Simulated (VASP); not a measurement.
# LiNbO3 (R-3c) in VASP: single point with LDA

Aim: the single point of LiNbO3 with LDA.

Program: VASP 6.6.1. These are calculated values, not measurements. Logs are shortened: lines on timing, memory, paths and dates and some standing lists are left out, and cuts for length are marked.

### 1 The cell of the first run

The structure is trigonal, space group R-3c (No. 167). The conventional cell has a = 5.124 Å, b = 5.124 Å, c = 13.555 Å, α = 90.00°, β = 90.00°, γ = 120.00°. Within 2.6 Å of Li (site symmetry 32) lie 3 O at 1.92 Å. Nb (site symmetry -3) has 6 O at 1.97 Å within 2.6 Å. Within 2.6 Å of O (site symmetry 2) lie 1 Li at 1.92 Å and 2 Nb at 1.97 Å.

### 2 Single point, LDA

Contents of INCAR:

```
ALGO = Normal
EDIFF = 1E-7
ENCUT = 520
GGA = CA
ISIF = 2
ISMEAR = 0
LASPH = True
LCHARG = False
LREAL = False
LWAVE = False
NBANDS = 45
NELM = 100
PREC = Accurate
SIGMA = 0.05
```

Contents of KPOINTS:

```
k-points
0
Gamma
  6 6 6
```

Contents of POSCAR:

```
LiNbO3
1.0
    2.5620337041      1.4791908488      4.5184286557
   -2.5620337041      1.4791908488      4.5184286557
    0.0000000000     -2.9583816974      4.5184286558
Li Nb O
2 2 6
Direct
    0.2500000000      0.2500000000      0.2500000000
    0.7500000000      0.7500000000      0.7500000000
    0.0000000000      0.0000000000      0.0000000000
    0.5000000000      0.5000000000      0.5000000000
    0.1254341576      0.3745658424      0.7500000000
    0.7500000000      0.1254341576      0.3745658424
    0.3745658424      0.7500000000      0.1254341576
    0.8745658424      0.6254341576      0.2500000000
    0.2500000000      0.8745658424      0.6254341576
    0.6254341576      0.2500000000      0.8745658424
```

Potentials or basis: VASP PAW LDA potentials, release 64 (Li_sv, Nb_sv, O).

Command:

```
cat potpaw_LDA.64/Li_sv/POTCAR potpaw_LDA.64/Nb_sv/POTCAR potpaw_LDA.64/O/POTCAR > POTCAR
mpirun -np 1 vasp_std > vasp.out
```

OUTCAR:

```text
EDIFF = 1E-7
   ENCUT = 520
   GGA = CA
   ISIF = 2
   ISMEAR = 0
   LASPH = True
   LREAL = False
   NELM = 100
   PREC = Accurate

 ion  position               nearest neighbor table
   1  0.250  0.250  0.250-   9 1.92  10 1.92   8 1.92
   2  0.750  0.750  0.750-   6 1.92   7 1.92   5 1.92
   3  0.000  0.000  0.000-   5 1.97   8 1.97   7 1.97  10 1.97   9 1.97   6 1.97
   4  0.500  0.500  0.500-   5 1.97   8 1.97   6 1.97   9 1.97   7 1.97  10 1.97
   5  0.125  0.375  0.750-   2 1.92   3 1.97   4 1.97
   6  0.750  0.125  0.375-   2 1.92   4 1.97   3 1.97
   7  0.375  0.750  0.125-   2 1.92   3 1.97   4 1.97
   8  0.875  0.625  0.250-   1 1.92   3 1.97   4 1.97
   9  0.250  0.875  0.625-   1 1.92   4 1.97   3 1.97
  10  0.625  0.250  0.875-   1 1.92   3 1.97   4 1.97

  LATTYP: Found a trigonal (rhomboedric) cell.
 ALAT       =     5.4007610376
 COS(alpha) =     0.5499199643

  Lattice vectors:

 A1 = (   2.5620337041,   1.4791908488,   4.5184286557)
 A2 = (  -2.5620337041,   1.4791908488,   4.5184286557)
 A3 = (   0.0000000000,  -2.9583816974,   4.5184286558)

Analysis of symmetry for initial positions (statically):
=====================================================================
 Subroutine PRICEL returns:
 Original cell was already a primitive cell.

 Routine SETGRP: Setting up the symmetry group for a
 trigonal (rhombohedral) supercell.

 Subroutine GETGRP returns: Found 12 space group operations
 (whereof  6 operations were pure point group operations)
 out of a pool of 12 trial point group operations.

The static configuration has the point symmetry S_6 .
 The point group associated with its full space group is D_3d.

Analysis of symmetry for dynamics (positions and initial velocities):
=====================================================================
 Subroutine PRICEL returns:
 Original cell was already a primitive cell.

 Routine SETGRP: Setting up the symmetry group for a
 trigonal (rhombohedral) supercell.

 Subroutine GETGRP returns: Found 12 space group operations
 (whereof  6 operations were pure point group operations)
 out of a pool of 12 trial point group operations.

The dynamic configuration has the point symmetry S_6 .
 The point group associated with its full space group is D_3d.

 Subroutine INISYM returns: Found 12 space group operations
[... 118 lines left out ...]
   NFREE  =      0    steps in history (QN), initial steepest desc. (CG)
   ISIF   =      2    stress and relaxation
   ISYM   =      2    0-nonsym 1-usesym 2-fastsym
   POTIM  = 0.5000    time-step for ionic-motion
   TEBEG  =    0.0;   TEEND  =   0.0 temperature during run
   PSTRESS=    0.0 pullay stress
   NELECT =      68.0000    total number of electrons
   NUPDOWN=      -1.0000    fix difference up-down
   EMIN   =  10.00;   EMAX   =-10.00  energy-range for DOS
   EFERMI =   0.00;   METHOD = LEGACY
   ISMEAR =     0;   SIGMA  =   0.05  broadening in eV -4-tet -1-fermi 0-gaus
   EFERMI_NEDOS =   21; number of points for ismear=-14 and -15
   IALGO  =     38    algorithm
   IMIX   =      4    mixing-type and parameters
     AMIX     =   0.40;   BMIX     =  1.00
     AMIX_MAG =   1.60;   BMIX_MAG =  1.00
  volume/ion in A,a.u.               =      10.27        69.33
  Fermi-wavevector in a.u.,A,eV,Ry     =   1.426687  2.696047 27.693767  2.035434
  Thomas-Fermi vector in A             =   2.546937
   LORBIT       =      0    0 simple, 1 ext, 2 COOP (PROOUT), +10 PAW based schemes
   GGA     = CA    functional components
   LHFCALC =     F    Hartree Fock is set to
   AEXX    =    0.0000 exact exchange contribution
   IVDW    =     0    specifies the selected vdW correction
   LEPSILON=     F    determine dielectric tensor
   LRPA    =     F    only Hartree local field effects (RPA)
 non-spin polarized calculation
 Gauss-broadening in eV      SIGMA  =   0.05
  energy-cutoff  :      520.00
  volume of cell :      102.74
 maximum number of plane-waves:      2804
   NGX = 21   NGY = 21   NGZ = 21

 number of electron      67.9999981 magnetization

 Free energy of the ion-electron system (eV)
  ---------------------------------------------------
  ext. energy  EPLUGINS =         0.00000000
  ---------------------------------------------------
  free energy    TOTEN  =       -87.35382665 eV

  energy without entropy =      -87.35382665  energy(sigma->0) =      -87.35382665

 E-fermi :   3.9796     XC(G=0): -11.5067

 val. band max:        3.7698409764   @ k =  -0.1667   0.1667   0.0000
 cond. band min:       6.3692445993   @ k =   0.5000   0.5000   0.0000
 fundamental gap:      2.5994036228
 Fermi energy:         3.9796020104

 k-point     1 :       0.0000    0.0000    0.0000
  band No.  band energies     occupation
      1     -50.1736      2.00000
      2     -50.1542      2.00000
      3     -37.7701      2.00000
      4     -37.7671      2.00000
      5     -26.6571      2.00000
      6     -26.6571      2.00000
[... 1141 lines left out ...]
     44      13.6995      0.00000
     45      14.0204      0.00000

 [... further k-points ...]

------------------------ aborting loop because EDIFF is reached ----------------------------------------

  FORCE on cell =-STRESS in cart. coord.  units (eV):
  Direction    XX          YY          ZZ          XY          YZ          ZX
  --------------------------------------------------------------------------------------
  -------------------------------------------------------------------------------------
  Total        0.1072884      0.1072884      0.0601394      0.0000000     -0.0000000     -0.0000000
  in kB        1.6730756      1.6730756      0.9378250      0.0000000     -0.0000000     -0.0000000
  external PRESSURE =       1.4279921 kB  Pullay stress =       0.0000000 kB

 VOLUME and BASIS-vectors are now :
 -----------------------------------------------------------------------------
  energy-cutoff  :      520.00
  volume of cell :      102.74
      direct lattice vectors                 reciprocal lattice vectors
     2.562033704  1.479190849  4.518428656     0.195157464  0.112674214  0.073771959
    -2.562033704  1.479190849  4.518428656    -0.195157464  0.112674214  0.073771959
     0.000000000 -2.958381697  4.518428656     0.000000000 -0.225348429  0.073771959

 POSITION                                       TOTAL-FORCE (eV/Angst)
 -----------------------------------------------------------------------------------
      0.00000      0.00000      3.38882        -0.000000     -0.000000      0.000000
      0.00000      0.00000     10.16646        -0.000000     -0.000000      0.000000
      0.00000      0.00000      0.00000        -0.000000     -0.000000      0.000000
      0.00000      0.00000      6.77764        -0.000000     -0.000000      0.000000
     -0.63828     -1.47919      5.64804        -0.003391     -0.000000      0.000000
      1.60016      0.18683      5.64804         0.001695     -0.002937      0.000000
     -0.96187      1.29237      5.64804         0.001695      0.002937     -0.000000
      0.63828      1.47919      7.90725         0.003391     -0.000000     -0.000000
     -1.60016     -0.18683      7.90725        -0.001695      0.002937     -0.000000
      0.96187     -1.29237      7.90725        -0.001695     -0.002937      0.000000
 -----------------------------------------------------------------------------------
    total drift:                                0.000000      0.000000      0.000000

  FREE ENERGIE OF THE ION-ELECTRON SYSTEM (eV)
  ---------------------------------------------------
  free  energy   TOTEN  =       -87.3538266467 eV

  energy  without entropy=      -87.3538266466  energy(sigma->0) =      -87.35382665
```

stdout:

```text
POSCAR found type information on POSCAR LiNbO
 POSCAR found :  3 types and      10 ions
 scaLAPACK will be used
 LDA part: xc-table for (Slater(with rela. corr.)+CA(PZ))
 , standard interpolation
 POSCAR, INCAR and KPOINTS ok, starting setup
 FFT: planning ... GRIDC
 FFT: planning ... GRID_SOFT
 FFT: planning ... GRID
 WAVECAR not read
 entering main loop
```

It took 1.8 min on 1 thread of AMD EPYC 9R45 (Zen 5), shared host; peak memory 0.24 GiB.

Results:

```yaml
Free_energy: -87.3538 eV
Largest_force: 0.003 eV/Å
Band_gap_on_the_k_mesh: 2.60 eV, indirect (least direct gap 2.67 eV)
```

Forces in eV/Å, atoms in the order of the input:
```
Li   0.000  0.000  0.000
Li   0.000  0.000  0.000
Nb   0.000  0.000  0.000
Nb   0.000  0.000  0.000
O   -0.003  0.000  0.000
O    0.002 -0.003  0.000
O    0.002  0.003  0.000
O    0.003  0.000  0.000
O   -0.002  0.003  0.000
O   -0.002 -0.003  0.000
```

Levels at points of the mesh, in eV from the valence-band top:
```tsv
k point	band 31	band 32	band 33	band 34	band 35	band 36	band 37	band 38
(0.00, 0.00, 0.00)	-0.32	-0.20	-0.20	-0.02	2.65	2.65	2.83	4.87
(0.50, 0.00, 0.00)	-0.30	-0.30	-0.23	-0.23	4.27	4.27	4.33	4.33
(0.50, 0.50, 0.00)	-0.89	-0.44	-0.33	-0.29	2.60	3.70	4.08	4.52
(0.50, 0.50, 0.50)	-0.32	-0.32	-0.32	-0.32	4.31	4.31	4.64	4.64
```

Caveat: the cutoff is under 1.25 times the usual one of these potentials, so pressure, stress and relaxed cells hold a basis-set (Pulay) error. A k mesh can miss the band edges.
